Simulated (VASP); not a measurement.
Write the native input for VASP 6.6.1 that does the following.

* Task: electric field gradients
* Functional: LDA
* Potentials or basis: VASP PAW LDA potentials, release 64 (Sn_d, O)
* Cutoff: 520 eV
* k mesh: 6 × 6 × 5
* Occupations: fermi-dirac, width 0.02 eV
* Spin: no spin polarisation
* Dipole correction: no
* Further INCAR settings: ALGO = Normal; EDIFF = 1e-08; NBANDS = 28

The structure of SnO lies in POSCAR:

```
SnO
1.0
    3.7506153226      0.0000000000      0.0000000000
    0.0000000000      3.7506153226      0.0000000000
    0.0000000000      0.0000000000      4.7706406366
Sn O
2 2
Direct
    0.0000000000      0.5000000000      0.2385000000
    0.5000000000      0.0000000000      0.7615000000
    0.0000000000      0.0000000000      0.0000000000
    0.5000000000      0.5000000000      0.0000000000
```

This cell differs from its parent crystal: volume scaled by 0.96.

These files were run (other wordings do the same):

INCAR

```
PREC = Accurate ; ENCUT = 520
EDIFF = 1E-8 ; ISMEAR = -1
SIGMA = 0.02 ; LREAL = F
LASPH = T ; NELM = 80
ALGO = Normal ; ISIF = 2
LWAVE = F ; LCHARG = F
GGA = CA ; LEFG = T
NBANDS = 28
```

KPOINTS

```
Automatic mesh
0
Gamma
  6 6 5
```

Potentials or basis: VASP PAW LDA potentials, release 64 (Sn_d, O).

Run with:

```console
$ cat potpaw_LDA.64/Sn_d/POTCAR potpaw_LDA.64/O/POTCAR > POTCAR
$ mpirun -np 1 vasp_std > vasp.out
```

Results of the run:

The pressure is 1.5 GPa, the largest force is 0.480 eV/Å and the band gap on the k mesh is zero (band 20 reaches 7.48 eV, above the bottom of band 21 at 7.43 eV).

Caveat: without QUAD_EFG the Cq values of the log hold for a quadrupole moment of 1 mb, not for the nuclei; spin-orbit coupling is left out, which moves the levels of the heavy elements.

It took 44 s on 1 thread of Intel Xeon 6975P-C, on a shared host, peak memory 0.18 GiB.
